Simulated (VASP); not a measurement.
# ScB2N3 (P6/mmm) in VASP: a series of runs, part 2 of 2

VASP 6.6.1. The steps go on from the part before.

### 3 Relaxation of cell and atoms, PBE

This run uses another cell than the first one, of 11.59 Å³/atom, 1.495 times its volume.

INCAR

```
SYSTEM = ScB2N3
  ALGO = Normal
  EDIFF = 1E-7
  EDIFFG = -0.04
  ENCUT = 600
  GGA = PE
  IBRION = 2
  ISIF = 3
  ISMEAR = 0
  LASPH = .True.
  LCHARG = .False.
  LREAL = .False.
  LWAVE = .False.
  NELM = 100
  NSW = 90
  PREC = Accurate
  SIGMA = 0.1
```

KPOINTS

```
k-points
0
Gamma
  6 6 6
  0 0 0
```

POSCAR

```
ScB2N3
1.0
    4.7079058400      0.0000000000      0.0000000000
   -2.3539529200      4.0771660500      0.0000000000
    0.0000000000      0.0000000000      3.6227300900
Sc B N
1 2 3
Direct
    0.0000000000      0.0000000000      0.0000000000
    0.6666666700      0.3333333300      0.0000000000
    0.3333333300      0.6666666700      0.0000000000
    0.0000000000      0.5000000000      0.5000000000
    0.5000000000      0.5000000000      0.5000000000
    0.5000000000      0.0000000000      0.5000000000
```

Potentials or basis: VASP PAW PBE potentials, release 64 (Sc_sv, B, N).

The run is started by

```console
cat potpaw_PBE.64/Sc_sv/POTCAR potpaw_PBE.64/B/POTCAR potpaw_PBE.64/N/POTCAR > POTCAR
mpirun -np 1 vasp_std > vasp.out
```

OUTCAR:

```text
SYSTEM = ScB2N3
   EDIFF = 1E-7
   EDIFFG = -0.04
   ENCUT = 600
   GGA = PE
   IBRION = 2
   ISIF = 3
   ISMEAR = 0
   LASPH = .True.
   LREAL = .False.
   NELM = 100
   NSW = 90
   PREC = Accurate

 ion  position               nearest neighbor table
   1  0.000  0.000  0.000-   2 2.72   3 2.72   3 2.72   2 2.72   2 2.72   3 2.72
   2  0.667  0.333  0.000-   1 2.72   1 2.72   1 2.72
   3  0.333  0.667  0.000-   1 2.72   1 2.72   1 2.72
   4  0.000  0.500  0.500-
   5  0.500  0.500  0.500-
   6  0.500  0.000  0.500-

  LATTYP: Found a hexagonal cell.
 ALAT       =     4.7079058400
 C/A-ratio  =     0.7694992664

  Lattice vectors:

 A1 = (   4.7079058400,   0.0000000000,   0.0000000000)
 A2 = (  -2.3539529200,   4.0771660500,   0.0000000000)
 A3 = (   0.0000000000,   0.0000000000,   3.6227300900)

Analysis of symmetry for initial positions (statically):
[... 857 lines left out ...]
     19      12.0857      0.00000
     20      12.2576      0.00000

 [... further k-points ...]

[... ionic steps 4 to 12 ...]

--------------------------------------- Ionic step       13  -------------------------------------------

 number of electron      31.9999999 magnetization

------------------------ aborting loop because EDIFF is reached ----------------------------------------
[... 75 lines left out ...]
--------------------------------------- Ionic step       15  -------------------------------------------

 number of electron      31.9999999 magnetization

 Free energy of the ion-electron system (eV)
  ---------------------------------------------------
  ext. energy  EPLUGINS =         0.00000000
  ---------------------------------------------------
  free energy    TOTEN  =       -39.14824783 eV

  energy without entropy =      -39.13071112  energy(sigma->0) =      -39.13947947

 E-fermi :   8.2926     XC(G=0): -12.6477

 val. band max:        8.2882730547   @ k =   0.1667   0.1667   0.5000
 cond. band min:       8.2988034550   @ k =   0.1667   0.0000   0.1667
 fundamental gap:      0.0105304002
 Fermi energy:         8.2925771906

 k-point     1 :       0.0000    0.0000    0.0000
  band No.  band energies     occupation
      1     -41.8598      2.00000
      2     -20.4578      2.00000
      3     -20.4578      2.00000
      4     -19.1152      2.00000
      5     -11.6106      2.00000
      6      -7.4088      2.00000
[... 576 lines left out ...]
  FREE ENERGIE OF THE ION-ELECTRON SYSTEM (eV)
  ---------------------------------------------------
  free  energy   TOTEN  =       -39.1482478274 eV

  energy  without entropy=      -39.1307111177  energy(sigma->0) =      -39.13947947

 reached required accuracy - stopping structural energy minimisation
```

OSZICAR:

```text
N       E                     dE             d eps       ncg     rms          rms(c)
DAV:   1     0.316127837697E+03    0.31613E+03   -0.15614E+04  1120   0.176E+03
DAV:   2     0.189508442937E+02   -0.29718E+03   -0.29059E+03  1128   0.474E+02
DAV:   3    -0.310676197092E+02   -0.50018E+02   -0.47176E+02  1896   0.147E+02
DAV:   4    -0.354666632434E+02   -0.43990E+01   -0.40173E+01  1832   0.421E+01
[... 189 lines left out ...]
DAV:   4    -0.391482565305E+02    0.63643E-04   -0.16396E-04  1576   0.156E-01    0.183E-02
DAV:   5    -0.391482491011E+02    0.74294E-05   -0.22262E-05  1692   0.398E-02    0.807E-03
DAV:   6    -0.391482481888E+02    0.91225E-06   -0.33295E-06  1464   0.139E-02    0.360E-03
DAV:   7    -0.391482478647E+02    0.32410E-06   -0.40472E-07  1124   0.691E-03    0.881E-04
DAV:   8    -0.391482478274E+02    0.37374E-07   -0.11801E-07   684   0.339E-03
  15 F= -.39148248E+02 E0= -.39139479E+02  d E =-.462485E-03
```

Run time: 4.7 min. Hardware: 1 thread of Intel Xeon 6975P-C (Granite Rapids), shared host; peak memory 0.25 GiB.

What came out:

| Quantity | Value |
| --- | --- |
| Free energy | -39.1482 eV |
| Relaxed volume | 7.75 Å³/atom |
| Relaxed cell | a = 4.733 Å, b = 4.733 Å, c = 2.396 Å, α = 90.00°, β = 90.00°, γ = 120.00° |
| Space group after relaxing (to 0.05 Å) | P6/mmm (No. 191) |
| Energy gained by relaxing | 1230.1 meV/atom |
| Ionic steps | 15 |
| Pressure after relaxing | 0.3 GPa |
| Band gap on the k mesh | zero (band 16 reaches 8.86 eV, above the bottom of band 17 at 8.10 eV) |

Stress tensor (GPa, compression positive):
```
 0.55  0.00  0.00
 0.00  0.55  0.00
 0.00  0.00 -0.05
```

Step by step:
```
step  energy change (eV)  largest force (eV/Å)  pressure (GPa)  volume (Å³)
   1              0.0000                0.0000          -25.46        69.54
   2             -2.8635                0.0000           -5.73        52.45
   3             -3.4967                0.0000           11.68        46.30
   4             -2.9099                0.0000          101.91        35.29
   5             -3.6829                0.0000           18.12        44.39
   6             -5.0404                0.0000           31.70        41.50
   7             -5.4477                0.0000           44.76        39.89
   8             -5.1108                0.0000           83.31        36.62
   9             -5.5054                0.0000           55.50        38.85
  10             -6.4041                0.0000           36.54        40.86
  11             -7.3717                0.0000            3.36        45.88
  12             -7.3722                0.0000            2.63        46.02
  13             -7.3784                0.0000            1.63        46.22
  14             -7.3800                0.0000            0.79        46.39
  15             -7.3805                0.0000            0.35        46.48
```

Final structure:
```
Sc B N
1.0
     4.73299    0.00000    0.00000
    -2.36649    4.09889    0.00000
     0.00000    0.00000    2.39589
Sc B N
1 2 3
Direct
  0.00000 0.00000 0.00000
  0.66667 0.33333 0.00000
  0.33333 0.66667 0.00000
  0.00000 0.50000 0.50000
  0.50000 0.50000 0.50000
  0.50000 0.00000 0.50000
```

Caveat: the volume moved by over 15 % at a fixed basis, so the end points are rough.
